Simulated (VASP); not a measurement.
# SrCaSO: single point with PBE

SrCaSO:

```
Sr Ca S O
1.0
     4.01471    0.00000    0.00000
     0.00000    4.01471    0.00000
     0.00000    0.00000    5.37019
Sr Ca S O
1 1 1 1
Direct
  0.00000 0.00000 0.00000
  0.50000 0.50000 0.50000
  0.50000 0.50000 0.00000
  0.00000 0.00000 0.50000
```

```json
{
  "Program": "VASP 6.6.1",
  "Task": "single point",
  "Functional": "PBE",
  "Potentials or basis": "VASP PAW PBE potentials, release 64 (Sr_sv, Ca_sv, S, O)",
  "Cutoff": "520 eV",
  "k mesh": "8 × 8 × 6",
  "Occupations": "gaussian, width 0.01 eV",
  "Spin": "no spin polarisation",
  "Dipole correction": "no",
  "Further INCAR settings": "ALGO = Normal; EDIFF = 1e-07; NBANDS = 24"
}
```

| Quantity | Value |
| --- | --- |
| Pressure | 0.2 GPa |
| Band gap on the k mesh | 2.18 eV, direct |

Stress tensor (GPa, compression positive):
```
0.19 0.00 0.00
0.00 0.19 0.00
0.00 0.00 0.31
```

Levels at points of the mesh, in eV from the valence-band top:
| k point | band 14 | band 15 | band 16 | band 17 | band 18 | band 19 |
| --- | --- | --- | --- | --- | --- | --- |
| (0.00, 0.00, 0.00) | -0.14 | -0.14 | 0.00 | 2.18 | 2.86 | 4.25 |
| (0.50, 0.00, 0.00) | -1.36 | -0.59 | -0.34 | 4.05 | 5.02 | 5.08 |
| (0.50, 0.50, 0.00) | -0.50 | -0.50 | -0.10 | 2.44 | 2.44 | 5.15 |
| (0.00, 0.00, 0.50) | -0.84 | -0.37 | -0.37 | 2.66 | 3.83 | 3.86 |
| (0.50, 0.00, 0.50) | -1.01 | -0.92 | -0.68 | 4.83 | 5.20 | 5.61 |
| (0.50, 0.50, 0.50) | -1.07 | -1.07 | -0.90 | 4.47 | 4.47 | 5.30 |

Wall time 3.4 min on 1 thread of AMD EPYC 7R43 64-Core Processor (Zen 3), on a shared host, peak memory 0.23 GiB.

A k mesh can miss the band edges. PBE gaps usually lie below the measured ones, often by a third to a half.
